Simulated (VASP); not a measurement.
Write the native input for VASP 6.6.1 that does the following.

| Item | Value |
| --- | --- |
| Task | single point |
| Functional | LDA |
| Potentials or basis | VASP PAW LDA potentials, release 64 (W_sv, S) |
| Cutoff | 520 eV |
| k mesh | 6 × 6 × 2 |
| Occupations | gaussian, width 0.01 eV |
| Spin | no spin polarisation |
| Dipole correction | no |
| Further INCAR settings | ALGO = Normal; EDIFF = 1e-07; NBANDS = 35 |

The structure of WS2 (Tungstenite) lies in POSCAR:

```
WS2
1.0
    3.1424575241      0.0000000000      0.0000000000
   -1.5712287620      2.7214480462      0.0000000000
    0.0000000000      0.0000000000     12.1279715126
W S
2 4
Direct
    0.3333333333      0.6666666667      0.2500000000
    0.6666666667      0.3333333333      0.7500000000
    0.3333333333      0.6666666667      0.6216682972
    0.6666666667      0.3333333333      0.1216682972
    0.3333333333      0.6666666667      0.8783317028
    0.6666666667      0.3333333333      0.3783317028
```

This cell differs from its parent crystal: in-plane strain +0.005, then relaxed in part.

One way to write it, as run:

INCAR

```
PREC = Accurate
ENCUT = 520
EDIFF = 1E-7
ISMEAR = 0
SIGMA = 0.01
LREAL = False
LASPH = True
NELM = 80
ALGO = Normal
ISIF = 2
LWAVE = False
LCHARG = True
LELF = True
LVHAR = True
NBANDS = 35
```

KPOINTS

```
Automatic mesh
0
Gamma
  6 6 2
```

Potentials or basis: VASP PAW LDA potentials, release 64 (W_sv, S).

The run is started by

```console
$ cat potpaw_LDA.64/W_sv/POTCAR potpaw_LDA.64/S/POTCAR > POTCAR
$ mpirun -np 1 vasp_std > vasp.out
```

It gave:

| Property | Result |
| --- | --- |
| Pressure | -0.6 GPa |
| Largest force | 0.047 eV/Å |
| Band gap on the k mesh | 0.84 eV, indirect (least direct gap 1.82 eV) |

Caveat: the cell differs from its parent crystal (in-plane strain +0.005, then relaxed in part); spin-orbit coupling is left out, which moves the levels of the heavy elements.

It took 42 s on 1 thread of Intel(R) Xeon(R) Platinum 8375C CPU @ 2.90GHz (Ice Lake), with other jobs on the host, peak memory 0.2 GiB.
